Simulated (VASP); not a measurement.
Al:

```
Al
1.0
     0.00000    2.02481    2.02481
     2.02481    0.00000    2.02481
     2.02481    2.02481    0.00000
Al
1
Direct
  0.00000 0.00000 0.00000
```

| Property | Result |
| --- | --- |
| Program | VASP 6.6.1 |
| Task | relaxation of cell and atoms |
| Functional | r2SCAN |
| Potentials or basis | VASP PAW PBE potentials, release 64 (Al) |
| Cutoff | 600 eV |
| k mesh | 18 × 18 × 18 |
| Occupations | gaussian, width 0.1 eV |
| Spin | no spin polarisation |

At the start: pressure -3.9 GPa; volume 16.60 Å³/atom.

How do energy, volume and symmetry change on relaxing?

Over 3 steps the energy falls by 9.7 meV/atom and the volume is 15.84 Å³/atom (-4.6 %); space group Fm-3m (No. 225, to 0.05 Å).

Step by step:
```csv
step,energy change (eV),largest force (eV/Å),pressure (GPa),volume (Å³)
1,0.0000,0.0000,-3.87,16.60
2,-0.0090,0.0000,1.15,15.66
3,-0.0097,0.0000,0.03,15.84
```

Final structure:
```cif
data_structure
_symmetry_space_group_name_H-M 'P 1'
_symmetry_Int_Tables_number 1
_cell_length_a 2.8191
_cell_length_b 2.8191
_cell_length_c 2.8191
_cell_angle_alpha 60.000
_cell_angle_beta 60.000
_cell_angle_gamma 60.000
_cell_volume 15.84
loop_
_atom_site_label
_atom_site_type_symbol
_atom_site_fract_x
_atom_site_fract_y
_atom_site_fract_z
_atom_site_occupancy
Al1 Al 0.00000 0.00000 0.00000 1
```

Caveat: the PAW data sets were made with another functional, which shifts forces and pressure a little.
